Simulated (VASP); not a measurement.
A run of VASP 6.6.1:

Contents of INCAR:

```
SYSTEM = InAs
PREC = Accurate
ENCUT = 520
EDIFF = 1E-6
ISMEAR = 0
SIGMA = 0.1
LREAL = .False.
LASPH = .True.
NELM = 60
ALGO = Normal
ISIF = 2
LWAVE = .False.
LCHARG = .False.
GGA = PS
NBANDS = 26
```

The input KPOINTS:

```
Automatic mesh
0
Gamma
  12 12 10
  0 0 0
```

Contents of POSCAR:

```
InAs
1.0
    3.0435760268      3.0435760268      0.0000000000
   -3.0435760268      3.0435760268      0.0000000000
    0.0000000000      0.0000000000      5.9045374920
In As
2 2
Direct
    0.5000000000      0.0000000000      0.2500000000
    0.0000000000      0.5000000000      0.7500000000
    0.0000000000      0.0000000000      0.0000000000
    0.5000000000      0.5000000000      0.5000000000
```

Potentials or basis: VASP PAW PBE potentials, release 64 (In_d, As).

Launch:

```sh
$ cat potpaw_PBE.64/In_d/POTCAR potpaw_PBE.64/As/POTCAR > POTCAR
$ mpirun -np 1 vasp_std > vasp.out
```

Hardware: 1 thread of Intel(R) Xeon(R) 6975P-C (Granite Rapids), on a shared host.

Task: How long does it take, and how much memory?

Result: It took 2.7 min on 1 thread of Intel(R) Xeon(R) 6975P-C (Granite Rapids), with other jobs on the host, peak memory 0.51 GiB. Counts: scf iterations 13, k points 168.
